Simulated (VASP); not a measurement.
A run of VASP 6.6.1 is set up as follows.

Contents of INCAR:

```
SYSTEM = Ti2O
PREC     = Accurate       ! precision mode
ENCUT    = 520            ! plane-wave cutoff, eV
EDIFF    = 1E-6           ! SCF threshold, eV
ISMEAR   = 0              ! smearing method
SIGMA    = 0.1            ! smearing width, eV
LREAL    = .False.        ! projectors in reciprocal space
LASPH    = .True.         ! aspherical terms in the spheres
NELM     = 80             ! most SCF steps
ALGO     = Normal         ! electronic algorithm
ISIF     = 2              ! what is computed and relaxed
LWAVE    = .False.        ! write WAVECAR
LCHARG   = .False.        ! write CHGCAR
GGA      = PS             ! functional
NBANDS   = 22             ! bands
```

The input KPOINTS:

```
Automatic mesh
0
Gamma
  3 3 2
  0 0 0
```

The input POSCAR:

```
Ti2O
1.0
    2.9193980238      0.0000000000      0.0000000000
   -1.4596990119      2.5282728524      0.0000000000
    0.0000000000      0.0000000000      4.7130000000
Ti O
2 1
Direct
    0.6666666667      0.3333333333      0.2787400000
    0.3333333333      0.6666666667      0.7212600000
    0.0000000000      0.0000000000      0.0000000000
```

Potentials or basis: VASP PAW PBE potentials, release 64 (Ti_sv, O).

Run with:

```console
$ cat potpaw_PBE.64/Ti_sv/POTCAR potpaw_PBE.64/O/POTCAR > POTCAR
$ mpirun -np 1 vasp_std > vasp.out
```

Estimate the largest force.

1.425 eV/Å.

Predict the band gap on the k mesh.

zero (band 15 reaches 10.64 eV, above the bottom of band 16 at 10.37 eV).

Estimate the pressure.

5.9 GPa.

Stress tensor (GPa, compression positive):
```
 3.61  0.00  0.00
 0.00  3.61  0.00
 0.00  0.00 10.44
```

Caveat: the k points lie up to 0.83 Å⁻¹ apart; the PAW data sets were made with another functional, which shifts forces and pressure a little.
